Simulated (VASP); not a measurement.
# NaH (Fm-3m) in VASP: further runs, part 2 of 3

VASP 6.6.1.

## 3. Relaxation of cell and atoms, PBE

This run uses another cell than the first one, of 14.53 Å³/atom, 1.030 times its volume.

Input file INCAR:

```
SYSTEM = NaH
  PREC = Accurate
  ENCUT = 600
  EDIFF = 1E-6
  ISMEAR = 0
  SIGMA = 0.01
  LREAL = .FALSE.
  LASPH = .TRUE.
  NELM = 80
  ALGO = Normal
  ISIF = 3
  LWAVE = .FALSE.
  LCHARG = .FALSE.
  GGA = PE
  IBRION = 2
  NSW = 80
  EDIFFG = -0.01
```

Input file KPOINTS:

```
Automatic mesh
0
G
  8 8 8
  0 0 0
```

Input file POSCAR:

```
NaH
1.0
    0.0000000000      2.4400000000      2.4400000000
    2.4400000000      0.0000000000      2.4400000000
    2.4400000000      2.4400000000      0.0000000000
Na H
1 1
Direct
    0.0000000000      0.0000000000      0.0000000000
    0.5000000000      0.5000000000      0.5000000000
```

Potentials or basis: VASP PAW PBE potentials, release 64 (Na_pv, H).

Launch:

```sh
cat potpaw_PBE.64/Na_pv/POTCAR potpaw_PBE.64/H/POTCAR > POTCAR
mpirun -np 1 vasp_std > vasp.out
```

OUTCAR:

```text
SYSTEM = NaH
   PREC = Accurate
   ENCUT = 600
   EDIFF = 1E-6
   ISMEAR = 0
   LREAL = .FALSE.
   LASPH = .TRUE.
   NELM = 80
   ISIF = 3
   GGA = PE
   IBRION = 2
   NSW = 80
   EDIFFG = -0.01

 ion  position               nearest neighbor table
   1  0.000  0.000  0.000-
   2  0.500  0.500  0.500-

  LATTYP: Found a face centered cubic cell.
 ALAT       =     4.8800000000

  Lattice vectors:

 A1 = (   0.0000000000,   2.4400000000,   2.4400000000)
 A2 = (   2.4400000000,   0.0000000000,   2.4400000000)
 A3 = (   2.4400000000,   2.4400000000,   0.0000000000)

Analysis of symmetry for initial positions (statically):
=====================================================================
 Subroutine PRICEL returns:
 Original cell was already a primitive cell.

 Routine SETGRP: Setting up the symmetry group for a
 face centered cubic supercell.

 Subroutine GETGRP returns: Found 48 space group operations
 (whereof 48 operations were pure point group operations)
 out of a pool of 48 trial point group operations.

The static configuration has the point symmetry O_h .

Analysis of symmetry for dynamics (positions and initial velocities):
=====================================================================
 Subroutine PRICEL returns:
 Original cell was already a primitive cell.

 Routine SETGRP: Setting up the symmetry group for a
 face centered cubic supercell.

 Subroutine GETGRP returns: Found 48 space group operations
 (whereof 48 operations were pure point group operations)
 out of a pool of 48 trial point group operations.

The dynamic configuration has the point symmetry O_h .

 Subroutine INISYM returns: Found 48 space group operations
 (whereof 48 operations are pure point group operations),
 and found     1 'primitive' translations

----------------------------------------------------------------------------------------
[... 127 lines left out ...]
  energy-cutoff  :      600.00
  volume of cell :       29.05
 maximum number of plane-waves:       982
   NGX = 13   NGY = 13   NGZ = 13

--------------------------------------- Ionic step        1  -------------------------------------------

 number of electron       8.0000008 magnetization

 Free energy of the ion-electron system (eV)
  ---------------------------------------------------
  ext. energy  EPLUGINS =         0.00000000
  ---------------------------------------------------
  free energy    TOTEN  =        -5.08637155 eV

  energy without entropy =       -5.08637155  energy(sigma->0) =       -5.08637155

------------------------ aborting loop because EDIFF is reached ----------------------------------------

  FORCE on cell =-STRESS in cart. coord.  units (eV):
  Direction    XX          YY          ZZ          XY          YZ          ZX
  --------------------------------------------------------------------------------------
  -------------------------------------------------------------------------------------
  Total       -0.1164420     -0.1164420     -0.1164420     -0.0000000      0.0000000      0.0000000
  in kB       -6.4212695     -6.4212695     -6.4212695     -0.0000000      0.0000000      0.0000000
  external PRESSURE =      -6.4212695 kB  Pullay stress =       0.0000000 kB
[... 131 lines left out ...]
--------------------------------------- Ionic step        5  -------------------------------------------

 number of electron       7.9999999 magnetization

 Free energy of the ion-electron system (eV)
  ---------------------------------------------------
  ext. energy  EPLUGINS =         0.00000000
  ---------------------------------------------------
  free energy    TOTEN  =        -5.08809112 eV

  energy without entropy =       -5.08809112  energy(sigma->0) =       -5.08809112

 E-fermi :  -1.0314     XC(G=0):  -7.7663

 val. band max:       -1.1176680488   @ k =  -0.2500   0.5000   0.2500
 cond. band min:       2.6412893019   @ k =   0.5000   0.0000   0.0000
 fundamental gap:      3.7589573507
 Fermi energy:        -1.0314110690

 k-point     1 :       0.0000    0.0000    0.0000
  band No.  band energies     occupation
      1     -23.2216      2.00000
      2     -23.2216      2.00000
      3     -23.2216      2.00000
      4      -4.7319      2.00000
      5       9.2905      0.00000
      6      14.4773      0.00000
      7      14.4773      0.00000
      8      14.4773      0.00000
[... 243 lines left out ...]
 k-point    24 :      -0.3750    0.2500    0.1250
  band No.  band energies     occupation
      1     -23.3005      2.00000
      2     -23.2559      2.00000
      3     -23.2403      2.00000
      4      -1.6000      2.00000
      5       3.4246      0.00000
      6       6.6978      0.00000
      7       9.8924      0.00000
      8      13.7929      0.00000

 [... further k-points ...]

------------------------ aborting loop because EDIFF is reached ----------------------------------------

  FORCE on cell =-STRESS in cart. coord.  units (eV):
  Direction    XX          YY          ZZ          XY          YZ          ZX
  --------------------------------------------------------------------------------------
  -------------------------------------------------------------------------------------
  Total       -0.0072068     -0.0072068     -0.0072068     -0.0000000     -0.0000000      0.0000000
  in kB       -0.4088051     -0.4088051     -0.4088051     -0.0000000     -0.0000000      0.0000000
  external PRESSURE =      -0.4088051 kB  Pullay stress =       0.0000000 kB
[... 17 lines left out ...]
  FREE ENERGIE OF THE ION-ELECTRON SYSTEM (eV)
  ---------------------------------------------------
  free  energy   TOTEN  =        -5.0880911161 eV

  energy  without entropy=       -5.0880911161  energy(sigma->0) =       -5.08809112

 reached required accuracy - stopping structural energy minimisation
```

CONTCAR:

```text
NaH
   1.00000000000000
    -0.0000000000000000    2.4171401846032423    2.4171401846032423
     2.4171401846032423   -0.0000000000000000    2.4171401846032423
     2.4171401846032423    2.4171401846032423   -0.0000000000000000
  Na              H
     1     1
Direct
     0.0000000000000000    0.0000000000000000    0.0000000000000000
     0.5000000000000000    0.5000000000000000    0.5000000000000000

  0.00000000E+00  0.00000000E+00  0.00000000E+00
  0.00000000E+00  0.00000000E+00  0.00000000E+00
```

Run time: 13 s. Hardware: 1 thread of Intel Xeon 6975P-C, shared host; peak memory 0.15 GiB.

Results:

| Quantity | Value |
| --- | --- |
| Free energy | -5.0881 eV |
| Relaxed volume | 14.12 Å³/atom |
| Relaxed cell | a = 3.418 Å, b = 3.418 Å, c = 3.418 Å, α = 60.00°, β = 60.00°, γ = 60.00° |
| Space group after relaxing (to 0.05 Å) | Fm-3m (No. 225) |
| Energy gained by relaxing | 0.9 meV/atom |
| Ionic steps | 5 |
| Pressure after relaxing | 0.0 GPa |
| Band gap on the k mesh | 3.76 eV, indirect (least direct gap 4.61 eV) |

Step by step:
```tsv
step	energy change (eV)	largest force (eV/Å)	pressure (GPa)	volume (Å³)
1	0.0000	0.0000	-0.64	29.05
2	-0.0008	0.0000	-0.46	28.81
3	-0.0016	0.0000	-0.17	28.45
4	-0.0011	0.0000	0.43	27.75
5	-0.0017	0.0000	-0.04	28.24
```

Final structure:
```yaml
crystal:
  lattice:
    - [0.00000, 2.41714, 2.41714]
    - [2.41714, 0.00000, 2.41714]
    - [2.41714, 2.41714, 0.00000]
  atoms:
    - { symbol: Na, position: [0.00000, 0.00000, 0.00000] }
    - { symbol: H, position: [0.50000, 0.50000, 0.50000] }
```

## 4. Relaxation of cell and atoms, PBE, target pressure 5 GPa, at which the enthalpy is minimised

This run uses another cell than the first one, of 14.53 Å³/atom, 1.030 times its volume.

Input file INCAR:

```
PREC = Accurate ; ENCUT = 600
EDIFF = 1E-6 ; ISMEAR = 0
SIGMA = 0.01 ; LREAL = False
LASPH = True ; NELM = 80
ALGO = Normal ; ISIF = 3
LWAVE = False ; LCHARG = False
GGA = PE ; IBRION = 2
NSW = 80 ; EDIFFG = -0.01
PSTRESS = 50.0
```

Input file KPOINTS:

```
Automatic mesh
0
Gamma
  8 8 8
```

POSCAR is that of step 3.

Launch:

```sh
cat potpaw_PBE.64/Na_pv/POTCAR potpaw_PBE.64/H/POTCAR > POTCAR
mpirun -np 1 vasp_std > vasp.out
```

It took 14 s on 1 thread of Intel Xeon 6975P-C, shared host; peak memory 0.15 GiB.

Results (log left out):

* Free energy: -5.0303 eV
* Relaxed volume: 12.02 Å³/atom
* Relaxed cell: a = 3.240 Å, b = 3.240 Å, c = 3.240 Å, α = 60.00°, β = 60.00°, γ = 60.00°
* Space group after relaxing (to 0.05 Å): Fm-3m (No. 225)
* Energy change on relaxing (the enthalpy is what falls): +28.0 meV/atom
* Ionic steps: 4
* Pressure after relaxing: 5.0 GPa
* Band gap on the k mesh: 4.04 eV, indirect (least direct gap 4.97 eV)

The path:
| step | energy change (eV) | largest force (eV/Å) | pressure (GPa) | volume (Å³) |
| --- | --- | --- | --- | --- |
| 1 | 0.0000 | 0.0000 | -0.64 | 29.05 |
| 2 | 0.0027 | 0.0000 | 1.18 | 26.96 |
| 3 | 0.0366 | 0.0000 | 3.98 | 24.74 |
| 4 | 0.0561 | 0.0000 | 5.05 | 24.04 |

Final structure:
```cif
data_structure
_symmetry_space_group_name_H-M 'P 1'
_symmetry_Int_Tables_number 1
_cell_length_a 3.2395
_cell_length_b 3.2395
_cell_length_c 3.2395
_cell_angle_alpha 60.000
_cell_angle_beta 60.000
_cell_angle_gamma 60.000
_cell_volume 24.04
loop_
_atom_site_label
_atom_site_type_symbol
_atom_site_fract_x
_atom_site_fract_y
_atom_site_fract_z
_atom_site_occupancy
Na1 Na 0.00000 0.00000 0.00000 1
H1 H 0.50000 0.50000 0.50000 1
```

Levels at points of the mesh, in eV from the valence-band top:
```tsv
k point	band 1	band 2	band 3	band 4	band 5	band 6	band 7	band 8
(0.00, 0.00, 0.00)	-21.84	-21.84	-21.84	-4.09	11.91	16.84	16.84	16.84
(0.50, 0.00, 0.00)	-22.00	-21.86	-21.86	-0.93	4.04	11.94	14.41	14.41
(0.50, 0.50, 0.00)	-21.98	-21.89	-21.89	-0.22	4.98	10.64	11.72	11.72
```

Caveat: the cell is relaxed towards a set pressure, so the enthalpy falls and the energy may rise; the volume moved by over 15 % at a fixed basis, so the end points are rough.

## 5. Relaxation of cell and atoms, PBE, target pressure 10 GPa, at which the enthalpy is minimised

This run uses another cell than the first one, of 14.53 Å³/atom, 1.030 times its volume.

Input file INCAR:

```
SYSTEM = NaH
ALGO = Normal ; EDIFF = 1E-7
EDIFFG = -0.01 ; ENCUT = 600
GGA = PE ; IBRION = 2
ISIF = 3 ; ISMEAR = 0
LASPH = .True. ; LCHARG = .False.
LREAL = .False. ; LWAVE = .False.
NELM = 60 ; NSW = 80
PREC = Accurate ; PSTRESS = 100.0
SIGMA = 0.01
```

Input file KPOINTS:

```
k-points
0
Gamma
  8 8 8
  0 0 0
```

POSCAR is that of step 4.

Launch:

```sh
cat potpaw_PBE.64/Na_pv/POTCAR potpaw_PBE.64/H/POTCAR > POTCAR
mpirun -np 1 vasp_std > vasp.out
```

Run time: 19 s. Hardware: 1 thread of Intel Xeon 6975P-C, shared host; peak memory 0.16 GiB.

It converged, with:

* Free energy: -4.9268 eV
* Relaxed volume: 10.88 Å³/atom
* Relaxed cell: a = 3.134 Å, b = 3.134 Å, c = 3.134 Å, α = 60.00°, β = 60.00°, γ = 60.00°
* Space group after relaxing (to 0.05 Å): Fm-3m (No. 225)
* Energy change on relaxing (the enthalpy is what falls): +79.8 meV/atom
* Ionic steps: 6
* Pressure after relaxing: 9.9 GPa
* Band gap on the k mesh: 4.22 eV, indirect (least direct gap 5.18 eV)

Step by step:
```tsv
step	energy change (eV)	largest force (eV/Å)	pressure (GPa)	volume (Å³)
1	0.0000	0.0000	-0.65	29.05
2	0.0266	0.0000	3.28	25.18
3	0.1219	0.0000	8.23	22.43
4	0.1679	0.0000	10.22	21.63
5	0.1595	0.0000	9.85	21.76
6	0.1595	0.0000	9.86	21.76
```

Final structure:
```
Na H
1.0
     0.00000    2.21594    2.21594
     2.21594    0.00000    2.21594
     2.21594    2.21594    0.00000
Na H
1 1
Cartesian
  0.0000 0.0000 0.0000
  2.2159 2.2159 2.2159
```

Levels at points of the mesh, in eV from the valence-band top:
```
           k point  band 2  band 3  band 4  band 5  band 6  band 7
(0.00, 0.00, 0.00)  -21.70  -21.70   -4.39   12.94   17.64   17.64
(0.50, 0.00, 0.00)  -21.73  -21.73   -0.96    4.22   12.72   15.08
(0.50, 0.50, 0.00)  -21.78  -21.78   -0.25    5.22   11.02   12.43
```

Caveat: the cell is relaxed towards a set pressure, so the enthalpy falls and the energy may rise; the volume moved by over 15 % at a fixed basis, so the end points are rough.

(Continued in part 3 of 3.)
